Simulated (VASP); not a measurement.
# SnSe2 (P-3m1) in VASP: notebook, part 2 of 2

VASP 6.6.1. Earlier steps stand in the parts before.

**3. Single point, r2SCAN (strain +0.0100 x Voigt [0, 0, 1, 0, 0, 0])**

POSCAR reads:

```
SnSe2
1.0
    3.8109987816      0.0000000000      0.0000000000
   -1.9054993908      3.3004217586      0.0000000000
    0.0000000000      0.0000000000      6.1983700000
Sn Se
1 2
Direct
    0.0000000000      0.0000000000      0.0000000000
    0.3333333333      0.6666666667      0.2500000000
    0.6666666667      0.3333333333      0.7500000000
```

INCAR.step1 reads:

```
SYSTEM = SnSe2
ALGO = Normal
EDIFF = 1E-4
ENCUT = 520
GGA = PE
ISMEAR = 0
LASPH = .True.
LCHARG = .False.
LREAL = .False.
LWAVE = .True.
NBANDS = 20
NELM = 100
PREC = Accurate
SIGMA = 0.05
```

INCAR.step2 reads:

```
SYSTEM = SnSe2
ALGO = Normal
EDIFF = 1E-6
ENCUT = 520
ISIF = 2
ISMEAR = 0
ISTART = 1
LASPH = .True.
LCHARG = .False.
LMIXTAU = .True.
LREAL = .False.
LWAVE = .False.
METAGGA = R2SCAN
NBANDS = 20
NELM = 100
PREC = Accurate
SIGMA = 0.05
```

KPOINTS reads:

```
k-points
0
Gamma
  9 9 6
  0 0 0
```

Potentials or basis: VASP PAW PBE potentials, release 64 (Sn_d, Se).

Command:

```sh
> cat potpaw_PBE.64/Sn_d/POTCAR potpaw_PBE.64/Se/POTCAR > POTCAR
> cp INCAR.step1 INCAR
> mpirun -np 1 vasp_std > vasp.out
> cp INCAR.step2 INCAR
> mpirun -np 1 vasp_std > vasp.out
```

OUTCAR:

```text
SYSTEM = SnSe2
   EDIFF = 1E-6
   ENCUT = 520
   ISIF = 2
   ISMEAR = 0
   ISTART = 1
   LASPH = .True.
   LREAL = .False.
   METAGGA = R2SCAN
   NELM = 100
   PREC = Accurate

 ion  position               nearest neighbor table
   1  0.000  0.000  0.000-   2 2.69   3 2.69   2 2.69   3 2.69   3 2.69   2 2.69
   2  0.333  0.667  0.250-   1 2.69   1 2.69   1 2.69
   3  0.667  0.333  0.750-   1 2.69   1 2.69   1 2.69

  LATTYP: Found a hexagonal cell.
 ALAT       =     3.8109987816
 C/A-ratio  =     1.6264423988

  Lattice vectors:

 A1 = (   3.8109987816,   0.0000000000,   0.0000000000)
 A2 = (  -1.9054993908,   3.3004217586,   0.0000000000)
 A3 = (   0.0000000000,   0.0000000000,   6.1983700000)

Analysis of symmetry for initial positions (statically):
=====================================================================
 Subroutine PRICEL returns:
 Original cell was already a primitive cell.

 Routine SETGRP: Setting up the symmetry group for a
 hexagonal supercell.

 Subroutine GETGRP returns: Found 12 space group operations
 (whereof 12 operations were pure point group operations)
 out of a pool of 24 trial point group operations.

The static configuration has the point symmetry D_3d.

Analysis of symmetry for dynamics (positions and initial velocities):
=====================================================================
 Subroutine PRICEL returns:
 Original cell was already a primitive cell.

 Routine SETGRP: Setting up the symmetry group for a
 hexagonal supercell.

 Subroutine GETGRP returns: Found 12 space group operations
 (whereof 12 operations were pure point group operations)
 out of a pool of 24 trial point group operations.

[... 107 lines left out ...]
   NFREE  =      0    steps in history (QN), initial steepest desc. (CG)
   ISIF   =      2    stress and relaxation
   ISYM   =      2    0-nonsym 1-usesym 2-fastsym
   POTIM  = 0.5000    time-step for ionic-motion
   TEBEG  =    0.0;   TEEND  =   0.0 temperature during run
   PSTRESS=    0.0 pullay stress
   NELECT =      26.0000    total number of electrons
   NUPDOWN=      -1.0000    fix difference up-down
   EMIN   =  10.00;   EMAX   =-10.00  energy-range for DOS
   EFERMI =   0.00;   METHOD = LEGACY
   ISMEAR =     0;   SIGMA  =   0.05  broadening in eV -4-tet -1-fermi 0-gaus
   EFERMI_NEDOS =   21; number of points for ismear=-14 and -15
   IALGO  =     38    algorithm
   IMIX   =      4    mixing-type and parameters
     AMIX     =   0.40;   BMIX     =  1.00
     AMIX_MAG =   1.60;   BMIX_MAG =  1.00
  volume/ion in A,a.u.               =      25.99       175.37
  Fermi-wavevector in a.u.,A,eV,Ry     =   1.135283  2.145373 17.536098  1.288867
  Thomas-Fermi vector in A             =   2.271987
   LORBIT       =      0    0 simple, 1 ext, 2 COOP (PROOUT), +10 PAW based schemes
   METAGGA = R2SCAN    functional components
   LHFCALC =     F    Hartree Fock is set to
   AEXX    =    0.0000 exact exchange contribution
   IVDW    =     0    specifies the selected vdW correction
   LEPSILON=     F    determine dielectric tensor
   LRPA    =     F    only Hartree local field effects (RPA)
 non-spin polarized calculation
 Gauss-broadening in eV      SIGMA  =   0.05
  energy-cutoff  :      520.00
  volume of cell :       77.96
 maximum number of plane-waves:      2121
   NGX = 15   NGY = 15   NGZ = 23

 number of electron      26.0000001 magnetization

 Free energy of the ion-electron system (eV)
  ---------------------------------------------------
  ext. energy  EPLUGINS =         0.00000000
  ---------------------------------------------------
  free energy    TOTEN  =       -54.60899350 eV

  energy without entropy =      -54.60899350  energy(sigma->0) =      -54.60899350

 E-fermi :   3.9983     XC(G=0):  -9.9612

 val. band max:        3.7481299449   @ k =   0.1111   0.1111   0.0000
 cond. band min:       4.7547294672   @ k =   0.0000   0.4444   0.3333
 fundamental gap:      1.0065995222
 Fermi energy:         3.9983010880

 k-point     1 :       0.0000    0.0000    0.0000
  band No.  band energies     occupation
      1     -18.1352      2.00000
      2     -18.1352      2.00000
      3     -18.0759      2.00000
      4     -18.0658      2.00000
      5     -18.0658      2.00000
      6     -10.6494      2.00000
[... 541 lines left out ...]
     19      11.7783      0.00000
     20      13.7840      0.00000

 [... further k-points ...]
[... 5 lines left out ...]
  --------------------------------------------------------------------------------------
  -------------------------------------------------------------------------------------
  Total        1.1607136      1.1607136      1.4792602      0.0000000     -0.0000000      0.0000000
  in kB       23.8533780     23.8533780     30.3997084      0.0000000     -0.0000000      0.0000000
  external PRESSURE =      26.0354881 kB  Pullay stress =       0.0000000 kB

 VOLUME and BASIS-vectors are now :
 -----------------------------------------------------------------------------
  energy-cutoff  :      520.00
  volume of cell :       77.96
      direct lattice vectors                 reciprocal lattice vectors
     3.810998782  0.000000000  0.000000000     0.262398405  0.151495789  0.000000000
    -1.905499391  3.300421759  0.000000000     0.000000000  0.302991579  0.000000000
     0.000000000  0.000000000  6.198370000     0.000000000  0.000000000  0.161332737

 POSITION                                       TOTAL-FORCE (eV/Angst)
 -----------------------------------------------------------------------------------
      0.00000      0.00000      0.00000         0.000000      0.000000      0.000000
     -0.00000      2.20028      1.54959        -0.000000      0.000000      0.306283
      1.90550      1.10014      4.64878         0.000000     -0.000000     -0.306283
 -----------------------------------------------------------------------------------
    total drift:                               -0.000000     -0.000000     -0.000000

  FREE ENERGIE OF THE ION-ELECTRON SYSTEM (eV)
  ---------------------------------------------------
  free  energy   TOTEN  =       -54.6089935037 eV

  energy  without entropy=      -54.6089935037  energy(sigma->0) =      -54.60899350
```

OUTCAR.step1:

```text
SYSTEM = SnSe2
   EDIFF = 1E-4
   ENCUT = 520
   GGA = PE
   ISMEAR = 0
[... 778 lines left out ...]
      0.00000      0.00000      0.00000         0.000000      0.000000      0.000000
     -0.00000      2.20028      1.54959         0.000000      0.000000      0.586609
      1.90550      1.10014      4.64878        -0.000000     -0.000000     -0.586609
 -----------------------------------------------------------------------------------
    total drift:                               -0.000000     -0.000000     -0.000000

  FREE ENERGIE OF THE ION-ELECTRON SYSTEM (eV)
  ---------------------------------------------------
  free  energy   TOTEN  =       -11.7847031630 eV

  energy  without entropy=      -11.7847031630  energy(sigma->0) =      -11.78470316
```

It took 4.2 min on 1 thread of Intel Xeon Platinum 8259CL at 2.50GHz (Skylake/Cascade Lake), shared host; peak memory 0.26 GiB.

What came out:

```yaml
Free_energy: -54.6090 eV
Pressure: 2.6 GPa
Largest_force: 0.306 eV/Å
Band_gap_on_the_k_mesh: 1.01 eV, indirect (least direct gap 1.57 eV)
```

Forces in eV/Å, atoms in the order of the input:
```
Sn   0.000  0.000  0.000
Se   0.000  0.000  0.306
Se   0.000  0.000 -0.306
```

Stress tensor (GPa, compression positive):
```
2.39 0.00 0.00
0.00 2.39 0.00
0.00 0.00 3.04
```

Caveat: the cell differs from its parent crystal (strain +0.0100 x Voigt [0, 0, 1, 0, 0, 0]); the PAW data sets were made with another functional, which shifts forces and pressure a little; spin-orbit coupling is left out, which moves the levels of the heavy elements. A k mesh can miss the band edges.

**4. Single point, r2SCAN (strain -0.0400 x Voigt [0, 0, 1, 0, 0, 0])**

Changes to POSCAR since step 3:

```diff
@@ -4,3 +4,3 @@
    -1.9054993908      3.3004217586      0.0000000000
-    0.0000000000      0.0000000000      6.1983700000
+    0.0000000000      0.0000000000      5.8915200000
 Sn Se
```

INCAR.step1 is that of step 3.

Changes to INCAR.step2 since step 3:

```diff
@@ -2,3 +2,3 @@
 ALGO = Normal
-EDIFF = 1E-6
+EDIFF = 1E-7
 ENCUT = 520
```

KPOINTS is that of step 3.

Command:

```sh
> cat potpaw_PBE.64/Sn_d/POTCAR potpaw_PBE.64/Se/POTCAR > POTCAR
> cp INCAR.step1 INCAR
> mpirun -np 1 vasp_std > vasp.out
> cp INCAR.step2 INCAR
> mpirun -np 1 vasp_std > vasp.out
```

Run time: 4.7 min. Hardware: 1 thread of Intel Xeon Platinum 8259CL at 2.50GHz (Skylake/Cascade Lake), shared host; peak memory 0.25 GiB.

The run converged. Its results:

| Quantity | Value |
| --- | --- |
| Free energy | -54.4608 eV |
| Pressure | 6.9 GPa |
| Largest force | 1.096 eV/Å |
| Band gap on the k mesh | 0.82 eV, indirect (least direct gap 1.23 eV) |

Forces on the atoms (eV/Å):
```
Sn   0.000  0.000  0.000
Se   0.000  0.000  1.096
Se   0.000  0.000 -1.096
```

Stress tensor (GPa, compression positive):
```
5.69 0.00 0.00
0.00 5.69 0.00
0.00 0.00 9.29
```

Levels at points of the mesh, in eV from the valence-band top:
| k point | band 10 | band 11 | band 12 | band 13 | band 14 | band 15 | band 16 | band 17 |
| --- | --- | --- | --- | --- | --- | --- | --- | --- |
| (0.00, 0.00, 0.00) | -1.22 | -0.90 | -0.90 | 0.00 | 1.23 | 2.96 | 4.73 | 4.73 |
| (0.00, 0.00, 0.50) | -1.33 | -1.33 | -0.70 | -0.70 | 2.54 | 3.02 | 4.36 | 4.36 |

Caveat: the cell differs from its parent crystal (strain -0.0400 x Voigt [0, 0, 1, 0, 0, 0]); the PAW data sets were made with another functional, which shifts forces and pressure a little; spin-orbit coupling is left out, which moves the levels of the heavy elements.

**5. Single point, r2SCAN (strain +0.0300 x Voigt [0, 0, 1, 0, 0, 0])**

Changes to POSCAR since step 4:

```diff
@@ -4,3 +4,3 @@
    -1.9054993908      3.3004217586      0.0000000000
-    0.0000000000      0.0000000000      5.8915200000
+    0.0000000000      0.0000000000      6.3211100000
 Sn Se
```

INCAR.step1 reads:

```
ALGO = Normal ; EDIFF = 1E-4
ENCUT = 520 ; GGA = PE
ISMEAR = 0 ; LASPH = T
LCHARG = F ; LREAL = F
LWAVE = T ; NBANDS = 20
NELM = 80 ; PREC = Accurate
SIGMA = 0.05
```

INCAR.step2 reads:

```
ALGO = Normal ; EDIFF = 1E-7
ENCUT = 520 ; ISIF = 2
ISMEAR = 0 ; ISTART = 1
LASPH = T ; LCHARG = F
LMIXTAU = T ; LREAL = F
LWAVE = F ; METAGGA = R2SCAN
NBANDS = 20 ; NELM = 80
PREC = Accurate ; SIGMA = 0.05
```

KPOINTS reads:

```
k-points
0
Gamma
  9 9 6
```

Command:

```sh
> cat potpaw_PBE.64/Sn_d/POTCAR potpaw_PBE.64/Se/POTCAR > POTCAR
> cp INCAR.step1 INCAR
> mpirun -np 1 vasp_std > vasp.out
> cp INCAR.step2 INCAR
> mpirun -np 1 vasp_std > vasp.out
```

Run time: 5.6 min. Hardware: 1 thread of AMD EPYC 7R13 (Zen 3), shared host; peak memory 0.23 GiB.

The run converged. Its results:

- Free energy: -54.6275 eV
- Pressure: 1.2 GPa
- Largest force: 0.003 eV/Å
- Band gap on the k mesh: 0.96 eV, indirect (least direct gap 1.47 eV)

Forces in eV/Å, atoms in the order of the input:
```
Sn   0.000  0.000  0.000
Se   0.000  0.000  0.003
Se   0.000  0.000 -0.003
```

Stress tensor (GPa, compression positive):
```
1.39 0.00 0.00
0.00 1.39 0.00
0.00 0.00 0.75
```

Levels at points of the mesh, in eV from the valence-band top:
| k point | band 9 | band 10 | band 11 | band 12 | band 13 | band 14 | band 15 | band 16 | band 17 | band 18 |
| --- | --- | --- | --- | --- | --- | --- | --- | --- | --- | --- |
| (0.00, 0.00, 0.00) | -0.54 | -0.54 | -0.24 | -0.24 | -0.20 | 1.52 | 3.65 | 5.11 | 5.11 | 8.57 |
| (0.00, 0.00, 0.50) | -2.08 | -0.63 | -0.63 | -0.10 | -0.10 | 2.85 | 3.59 | 4.88 | 4.88 | 8.68 |

Caveat: the cell differs from its parent crystal (strain +0.0300 x Voigt [0, 0, 1, 0, 0, 0]); the PAW data sets were made with another functional, which shifts forces and pressure a little; spin-orbit coupling is left out, which moves the levels of the heavy elements. A k mesh can miss the band edges.

**6. The runs side by side**

```tsv
cell	gap on the mesh (eV)	pressure (GPa)	largest force (eV/Å)
a = 3.811, b = 3.811, c = 6.014 Å, angles 90.0, 90.0, 120.0°, 3 atoms	0.92	5.0	0.78
a = 3.811, b = 3.811, c = 6.198 Å, angles 90.0, 90.0, 120.0°, 3 atoms	1.01	2.6	0.31
a = 3.811, b = 3.811, c = 5.892 Å, angles 90.0, 90.0, 120.0°, 3 atoms	0.82	6.9	1.10
a = 3.811, b = 3.811, c = 6.321 Å, angles 90.0, 90.0, 120.0°, 3 atoms	0.96	1.2	-
```

Alike in all rows: task single point; level r2SCAN; potentials or basis VASP PAW PBE potentials, release 64 (Sn_d, Se); no spin polarisation; k mesh 9 × 9 × 6; cutoff (eV) 520; smearing gaussian 0.05 eV.

Caveats: the PAW data sets were made with another functional, which shifts forces and pressure a little; spin-orbit coupling is left out, which moves the levels of the heavy elements.

Absolute energies hang on the potentials; compare differences alone.
